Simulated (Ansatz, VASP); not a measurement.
# Ru: VASP beside Ansatz

```xyz
2
Lattice="0.0000 3.4423 3.4423 3.4423 0.0000 3.4423 3.4423 3.4423 0.0000" Properties=species:S:1:pos:R:3 pbc="T T T"
Ru    0.0000    0.0000    0.0000
Ru    1.7212    1.7212    1.7212
```

Alike in both runs: task relaxation of cell and atoms; functional PBE; k mesh 6 × 6 × 6; occupations gaussian, width 0.1 eV; no spin polarisation.

|  | VASP | Ansatz |
| --- | --- | --- |
| version | VASP 6.6.1 | Ansatz 0.2.0 |
| potentials or method | VASP PAW PBE potentials, release 64 (Ru_pv), cutoff 500 eV | scalar-relativistic, plane waves, PAW |
| valence electrons in the cell | 28 | 32 |

Ansatz gave:

- gap on the k mesh at the Fermi level, each at its own relaxed structure (eV): none
- relaxed volume (Å³/atom): 20.25
- relaxed length of the cell vector where the two differ most in proportion (Å): 3.854

Problem. Which values does VASP return?

Solution. gap on the k mesh at the Fermi level, each at its own relaxed structure (eV): none; relaxed volume (Å³/atom): 20.33; relaxed length of the cell vector where the two differ most in proportion (Å): 3.860.

A gap of «none» marks a metal or a gap that the smearing closes. VASP's potentials hold 28 valence electrons a cell and Ansatz's 32, so a difference there can come from the potentials and not from the codes.

Noted on VASP's run: the volume moved by over 15 % at a fixed basis, so the end points are rough.
